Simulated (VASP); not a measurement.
# LiF (P6_3mc) in VASP: further runs

The runs below take LiF through single point, with PBE.

Program: VASP 6.6.1. These are calculated values, not measurements. Logs are shortened: lines on timing, memory, paths and dates and some standing lists are left out, and cuts for length are marked.

## 1. The cell of the first run

Symmetry: P6_3mc, No. 186, hexagonal system. Conventional cell: a = 3.056 Å, b = 3.056 Å, c = 4.512 Å, α = 90.00°, β = 90.00°, γ = 120.00°. Within 2.3 Å of Li (site symmetry 3m) lie 4 F at 1.75 to 1.84 Å. Within 2.3 Å of F (site symmetry 3m) lie 4 Li at 1.75 to 1.84 Å.

## 2. Single point, PBE (volume 9.126 Å^3 an atom, c/a of the conventional cell 1.4764)

Input file INCAR:

```
SYSTEM = LiF
  PREC = Accurate
  ENCUT = 520
  EDIFF = 1E-6
  ISMEAR = 0
  SIGMA = 0.05
  LREAL = .FALSE.
  LASPH = .TRUE.
  NELM = 60
  ALGO = Normal
  ISIF = 2
  LWAVE = .FALSE.
  LCHARG = .FALSE.
  GGA = PE
  NBANDS = 18
```

Input file KPOINTS:

```
Automatic mesh
0
G
  9 9 6
  0 0 0
```

Input file POSCAR:

```
LiF
1.0
    3.0563418569      0.0000000000      0.0000000000
   -1.5281709284      2.6468696908      0.0000000000
    0.0000000000      0.0000000000      4.5123831176
Li F
2 2
Direct
    0.3333333333      0.6666666667      0.3810713234
    0.6666666667      0.3333333333      0.8810713234
    0.3333333333      0.6666666667      0.9939266766
    0.6666666667      0.3333333333      0.4939266766
```

Potentials or basis: VASP PAW PBE potentials, release 64 (Li_sv, F).

Started as:

```
$ cat potpaw_PBE.64/Li_sv/POTCAR potpaw_PBE.64/F/POTCAR > POTCAR
$ mpirun -np 1 vasp_std > vasp.out
```

OUTCAR:

```text
SYSTEM = LiF
   PREC = Accurate
   ENCUT = 520
   EDIFF = 1E-6
   ISMEAR = 0
   LREAL = .FALSE.
   LASPH = .TRUE.
   NELM = 60
   ISIF = 2
   GGA = PE

 ion  position               nearest neighbor table
   1  0.333  0.667  0.381-   3 1.75   4 1.84   4 1.84   4 1.84
   2  0.667  0.333  0.881-   4 1.75   3 1.84   3 1.84   3 1.84
   3  0.333  0.667  0.994-   1 1.75   2 1.84   2 1.84   2 1.84
   4  0.667  0.333  0.494-   2 1.75   1 1.84   1 1.84   1 1.84

  LATTYP: Found a hexagonal cell.
 ALAT       =     3.0563418569
 C/A-ratio  =     1.4764000000

  Lattice vectors:

 A1 = (   3.0563418569,   0.0000000000,   0.0000000000)
 A2 = (  -1.5281709284,   2.6468696908,   0.0000000000)
 A3 = (   0.0000000000,   0.0000000000,   4.5123831176)

Analysis of symmetry for initial positions (statically):
=====================================================================
 Subroutine PRICEL returns:
 Original cell was already a primitive cell.

 Routine SETGRP: Setting up the symmetry group for a
 hexagonal supercell.

 Subroutine GETGRP returns: Found 12 space group operations
 (whereof  6 operations were pure point group operations)
 out of a pool of 24 trial point group operations.

The static configuration has the point symmetry C_3v.
 The point group associated with its full space group is C_6v.

Analysis of symmetry for dynamics (positions and initial velocities):
=====================================================================
 Subroutine PRICEL returns:
 Original cell was already a primitive cell.

 Routine SETGRP: Setting up the symmetry group for a
 hexagonal supercell.

 Subroutine GETGRP returns: Found 12 space group operations
 (whereof  6 operations were pure point group operations)
 out of a pool of 24 trial point group operations.

The dynamic configuration has the point symmetry C_3v.
 The point group associated with its full space group is C_6v.

 Subroutine INISYM returns: Found 12 space group operations
 (whereof  6 operations are pure point group operations),
 and found     1 'primitive' translations

----------------------------------------------------------------------------------------

                                     Primitive cell

  volume of cell :      36.5040

  direct lattice vectors                    reciprocal lattice vectors
     3.056341857  0.000000000  0.000000000     0.327188530  0.188902386  0.000000000
    -1.528170928  2.646869691  0.000000000     0.000000000  0.377804772  0.000000000
     0.000000000  0.000000000  4.512383118     0.000000000  0.000000000  0.221612388

  length of vectors
     3.056341857  3.056341857  4.512383118     0.377804772  0.377804772  0.221612388

  position of ions in fractional coordinates (direct lattice)
     0.333333333  0.666666667  0.381071323
     0.666666667  0.333333333  0.881071323
     0.333333333  0.666666667  0.993926677
     0.666666667  0.333333333  0.493926677

  ion indices of the primitive-cell ions
   primitive index   ion index
                 1           1
                 2           2
                 3           3
                 4           4

----------------------------------------------------------------------------------------

 KPOINTS: Automatic mesh

Automatic generation of k-mesh.
 Grid dimensions read from file:
 generate k-points for:    9    9    6

 Generating k-lattice:

  Cartesian coordinates                     Fractional coordinates (reciprocal lattice)
     0.036354281  0.020989154  0.000000000     0.111111111  0.000000000  0.000000000
     0.000000000  0.041978308  0.000000000     0.000000000  0.111111111  0.000000000
     0.000000000  0.000000000  0.036935398     0.000000000  0.000000000  0.166666667

  Length of vectors
     0.041978308  0.041978308  0.036935398

  Shift w.r.t. Gamma in fractional coordinates (k-lattice)
     0.000000000  0.000000000  0.000000000

 Subroutine IBZKPT returns following result:
 ===========================================

 Found     48 irreducible k-points:

 Following reciprocal coordinates:
            Coordinates               Weight
  0.000000  0.000000  0.000000      1.000000
  0.111111  0.000000  0.000000      6.000000
  0.222222  0.000000  0.000000      6.000000
  0.333333  0.000000  0.000000      6.000000
  0.444444  0.000000  0.000000      6.000000
  0.111111  0.111111  0.000000      6.000000
[... 16 lines left out ...]
  0.333333  0.222222  0.166667     24.000000
  0.333333  0.333333  0.166667      4.000000
 [... further k-points ...]
   k-points           NKPTS =     48   k-points in BZ     NKDIM =     48   number of bands    NBANDS=     18
   number of dos      NEDOS =    301   number of ions     NIONS =      4
   total plane-waves  NPLWV =  20736
   dimension x,y,z NGX =    24 NGY =   24 NGZ =   36
   dimension x,y,z NGXF=    48 NGYF=   48 NGZF=   72
   ions per type =               2   2
   NGX,Y,Z   is equivalent  to a cutoff of  13.05, 13.05, 13.26 a.u.
   NGXF,Y,Z  is equivalent  to a cutoff of  26.11, 26.11, 26.53 a.u.
 SYSTEM =  LiF
   PREC   = accura    normal or accurate (medium, high low for compatibility)
   ISTART =      0    job   : 0-new  1-cont  2-samecut
   ICHARG =      2    charge: 1-file 2-atom 10-const
   ISPIN  =      1    spin polarized calculation?
   LNONCOLLINEAR =      F non collinear calculations
   LSORBIT =      F    spin-orbit coupling
   LASPH  =      T    aspherical Exc in radial PAW
   ENCUT  =  520.0 eV  38.22 Ry    6.18 a.u.   5.68  5.68  8.39*2*pi/ulx,y,z
   NELM   =     60;   NELMIN=  2; NELMDL= -5     # of ELM steps
   EDIFF  = 0.1E-05   stopping-criterion for ELM
   LREAL  =      F    real-space projection
   EDIFFG = 0.1E-04   stopping-criterion for IOM
   NSW    =      0    number of steps for IOM
   IBRION =     -1    ionic relax: 0-MD 1-quasi-New 2-CG
   NFREE  =      0    steps in history (QN), initial steepest desc. (CG)
   ISIF   =      2    stress and relaxation
   ISYM   =      2    0-nonsym 1-usesym 2-fastsym
   POTIM  = 0.5000    time-step for ionic-motion
   TEBEG  =    0.0;   TEEND  =   0.0 temperature during run
   PSTRESS=    0.0 pullay stress
   NELECT =      20.0000    total number of electrons
   NUPDOWN=      -1.0000    fix difference up-down
   EMIN   =  10.00;   EMAX   =-10.00  energy-range for DOS
   EFERMI =   0.00;   METHOD = LEGACY
   ISMEAR =     0;   SIGMA  =   0.05  broadening in eV -4-tet -1-fermi 0-gaus
   EFERMI_NEDOS =   21; number of points for ismear=-14 and -15
   IALGO  =     38    algorithm
   IMIX   =      4    mixing-type and parameters
     AMIX     =   0.40;   BMIX     =  1.00
     AMIX_MAG =   1.60;   BMIX_MAG =  1.00
  volume/ion in A,a.u.               =       9.13        61.59
  Fermi-wavevector in a.u.,A,eV,Ry     =   1.339588  2.531455 24.415611  1.794497
  Thomas-Fermi vector in A             =   2.467968
   LORBIT       =      0    0 simple, 1 ext, 2 COOP (PROOUT), +10 PAW based schemes
   GGA     = PE    functional components
   LHFCALC =     F    Hartree Fock is set to
   AEXX    =    0.0000 exact exchange contribution
   IVDW    =     0    specifies the selected vdW correction
   LEPSILON=     F    determine dielectric tensor
   LRPA    =     F    only Hartree local field effects (RPA)
 non-spin polarized calculation
 Gauss-broadening in eV      SIGMA  =   0.05
  energy-cutoff  :      520.00
  volume of cell :       36.50
 maximum number of plane-waves:      1002
 NGX is ok and might be reduce to    24
   NGX = 11   NGY = 11   NGZ = 17

 number of electron      19.9999967 magnetization

 Free energy of the ion-electron system (eV)
  ---------------------------------------------------
  ext. energy  EPLUGINS =         0.00000000
  ---------------------------------------------------
  free energy    TOTEN  =       -19.13926344 eV

  energy without entropy =      -19.13926344  energy(sigma->0) =      -19.13926344

 E-fermi :  -1.6700     XC(G=0):  -9.2095

 val. band max:       -1.9938343080   @ k =   0.0000   0.0000   0.0000
 cond. band min:       6.2082587759   @ k =   0.0000   0.0000   0.0000
 fundamental gap:      8.2020930839
 Fermi energy:        -1.6699899651

 k-point     1 :       0.0000    0.0000    0.0000
  band No.  band energies     occupation
      1     -42.2934      2.00000
      2     -42.2219      2.00000
      3     -21.6442      2.00000
      4     -21.3272      2.00000
      5      -4.4707      2.00000
      6      -2.6854      2.00000
[... 10 lines left out ...]
     17      18.0233      0.00000
     18      20.3927      0.00000

 k-point     2 :       0.1111    0.0000    0.0000
  band No.  band energies     occupation
      1     -42.2885      2.00000
      2     -42.2207      2.00000
      3     -21.6270      2.00000
      4     -21.3263      2.00000
      5      -4.4073      2.00000
      6      -2.8111      2.00000
[... 10 lines left out ...]
     17      18.2838      0.00000
     18      19.8963      0.00000

 k-point     3 :       0.2222    0.0000    0.0000
  band No.  band energies     occupation
      1     -42.2752      2.00000
      2     -42.2184      2.00000
      3     -21.5795      2.00000
      4     -21.3274      2.00000
      5      -4.2474      2.00000
      6      -3.1729      2.00000
[... 10 lines left out ...]
     17      18.3489      0.00000
     18      18.9494      0.00000

 k-point     4 :       0.3333    0.0000    0.0000
  band No.  band energies     occupation
      1     -42.2585      2.00000
      2     -42.2174      2.00000
      3     -21.5161      2.00000
      4     -21.3363      2.00000
      5      -4.1589      2.00000
      6      -3.4679      2.00000
[... 375 lines left out ...]
      4     -21.3551      2.00000
      5      -3.9796      2.00000
      6      -3.8785      2.00000
[... 10 lines left out ...]
     17      18.7496      0.00000
     18      19.7340      0.00000

 k-point    23 :       0.3333    0.2222    0.1667
  band No.  band energies     occupation
      1     -42.2365      2.00000
      2     -42.2225      2.00000
      3     -21.4305      2.00000
      4     -21.3715      2.00000
      5      -4.2519      2.00000
      6      -3.6472      2.00000
[... 10 lines left out ...]
     17      18.1620      0.00000
     18      20.0786      0.00000

 k-point    24 :       0.3333    0.3333    0.1667
  band No.  band energies     occupation
      1     -42.2280      2.00000
      2     -42.2280      2.00000
      3     -21.3958      2.00000
      4     -21.3958      2.00000
      5      -4.3200      2.00000
      6      -3.4552      2.00000
[... 10 lines left out ...]
     17      17.4372      0.00000
     18      20.1225      0.00000

 [... further k-points ...]
[... 5 lines left out ...]
  --------------------------------------------------------------------------------------
  -------------------------------------------------------------------------------------
  Total        1.4005387      1.4005387      3.1869079      0.0000000      0.0000000      0.0000000
  in kB       61.4702875     61.4702875    139.8748500      0.0000000      0.0000000      0.0000000
  external PRESSURE =      87.6051417 kB  Pullay stress =       0.0000000 kB

 VOLUME and BASIS-vectors are now :
 -----------------------------------------------------------------------------
  energy-cutoff  :      520.00
  volume of cell :       36.50
      direct lattice vectors                 reciprocal lattice vectors
     3.056341857  0.000000000  0.000000000     0.327188530  0.188902386  0.000000000
    -1.528170928  2.646869691  0.000000000     0.000000000  0.377804772  0.000000000
     0.000000000  0.000000000  4.512383118     0.000000000  0.000000000  0.221612388

 POSITION                                       TOTAL-FORCE (eV/Angst)
 -----------------------------------------------------------------------------------
     -0.00000      1.76458      1.71954         0.000000      0.000000      0.441551
      1.52817      0.88229      3.97573        -0.000000      0.000000      0.441551
     -0.00000      1.76458      4.48498        -0.000000     -0.000000     -0.441551
      1.52817      0.88229      2.22879         0.000000      0.000000     -0.441551
 -----------------------------------------------------------------------------------
    total drift:                                0.000001      0.000001      0.002733

  FREE ENERGIE OF THE ION-ELECTRON SYSTEM (eV)
  ---------------------------------------------------
  free  energy   TOTEN  =       -19.1392634412 eV

  energy  without entropy=      -19.1392634412  energy(sigma->0) =      -19.13926344
```

Run time: 38 s. Hardware: 1 thread of AMD EPYC 7R43 (Zen 3), shared host; peak memory 0.12 GiB.

Results:

* Free energy: -19.1393 eV
* Largest force: 0.442 eV/Å
* Band gap on the k mesh: 8.20 eV, direct

Forces on the atoms (eV/Å):
```
Li   0.000  0.000  0.442
Li   0.000  0.000  0.442
F    0.000  0.000 -0.442
F    0.000  0.000 -0.442
```

Caveat: the cutoff is under 1.25 times the usual one of these potentials, so pressure, stress and relaxed cells hold a basis-set (Pulay) error. A k mesh can miss the band edges.

## 3. Single point, PBE (volume 9.126 Å^3 an atom, c/a of the conventional cell 1.5681)

Input file INCAR:

```
PREC = Accurate
ENCUT = 520
EDIFF = 1E-6
ISMEAR = 0
SIGMA = 0.05
LREAL = F
LASPH = T
NELM = 60
ALGO = Normal
ISIF = 2
LWAVE = F
LCHARG = F
GGA = PE
NBANDS = 18
```

Input file KPOINTS:

```
regular mesh
0
Gamma
  9 9 6
```

Input file POSCAR:

```
LiF
1.0
    2.9955376378      0.0000000000      0.0000000000
   -1.4977688189      2.5942116923      0.0000000000
    0.0000000000      0.0000000000      4.6974294115
Li F
2 2
Direct
    0.3333333333      0.6666666667      0.3810713234
    0.6666666667      0.3333333333      0.8810713234
    0.3333333333      0.6666666667      0.9939266766
    0.6666666667      0.3333333333      0.4939266766
```

Potentials or basis: VASP PAW PBE potentials, release 64 (Li_sv, F).

Started as:

```
$ cat potpaw_PBE.64/Li_sv/POTCAR potpaw_PBE.64/F/POTCAR > POTCAR
$ mpirun -np 1 vasp_std > vasp.out
```

OUTCAR:

```text
PREC = Accurate
   ENCUT = 520
   EDIFF = 1E-6
   ISMEAR = 0
   LREAL = F
   LASPH = T
   NELM = 60
   ISIF = 2
   GGA = PE

 ion  position               nearest neighbor table
   1  0.333  0.667  0.381-   4 1.81   4 1.81   4 1.81   3 1.82
   2  0.667  0.333  0.881-   3 1.81   3 1.81   3 1.81   4 1.82
   3  0.333  0.667  0.994-   2 1.81   2 1.81   2 1.81   1 1.82
   4  0.667  0.333  0.494-   1 1.81   1 1.81   1 1.81   2 1.82

  LATTYP: Found a hexagonal cell.
 ALAT       =     2.9955376378
[... 697 lines left out ...]
     17      17.2862      0.00000
     18      20.2448      0.00000

 [... further k-points ...]
[... 5 lines left out ...]
  --------------------------------------------------------------------------------------
  -------------------------------------------------------------------------------------
  Total        1.9925689      1.9925689      1.8641929      0.0000000      0.0000000      0.0000000
  in kB       87.4547651     87.4547651     81.8202823      0.0000000      0.0000000      0.0000000
  external PRESSURE =      85.5766042 kB  Pullay stress =       0.0000000 kB

 VOLUME and BASIS-vectors are now :
 -----------------------------------------------------------------------------
  energy-cutoff  :      520.00
  volume of cell :       36.50
      direct lattice vectors                 reciprocal lattice vectors
     2.995537638  0.000000000  0.000000000     0.333829890  0.192736777  0.000000000
    -1.497768819  2.594211692  0.000000000     0.000000000  0.385473554  0.000000000
     0.000000000  0.000000000  4.697429411     0.000000000  0.000000000  0.212882390

 POSITION                                       TOTAL-FORCE (eV/Angst)
 -----------------------------------------------------------------------------------
     -0.00000      1.72947      1.79006        -0.000000      0.000000      0.019245
      1.49777      0.86474      4.13877         0.000000     -0.000000      0.019245
     -0.00000      1.72947      4.66890        -0.000000     -0.000000     -0.019245
      1.49777      0.86474      2.32019         0.000000      0.000000     -0.019245
 -----------------------------------------------------------------------------------
    total drift:                                0.000001      0.000001     -0.003842

  FREE ENERGIE OF THE ION-ELECTRON SYSTEM (eV)
  ---------------------------------------------------
  free  energy   TOTEN  =       -19.1718286335 eV

  energy  without entropy=      -19.1718286335  energy(sigma->0) =      -19.17182863
```

Run time: 36 s. Hardware: 1 thread of AMD EPYC 7R43 (Zen 3), shared host; peak memory 0.12 GiB.

What came out:

```
Free energy            : -19.1718 eV
Largest force          : 0.019 eV/Å
Band gap on the k mesh : 8.28 eV, direct
```

Forces on the atoms (eV/Å):
```
Li   0.000  0.000  0.019
Li   0.000  0.000  0.019
F    0.000  0.000 -0.019
F    0.000  0.000 -0.019
```

Caveat: the cutoff is under 1.25 times the usual one of these potentials, so pressure, stress and relaxed cells hold a basis-set (Pulay) error.

(Continued in part 2 of 2.)
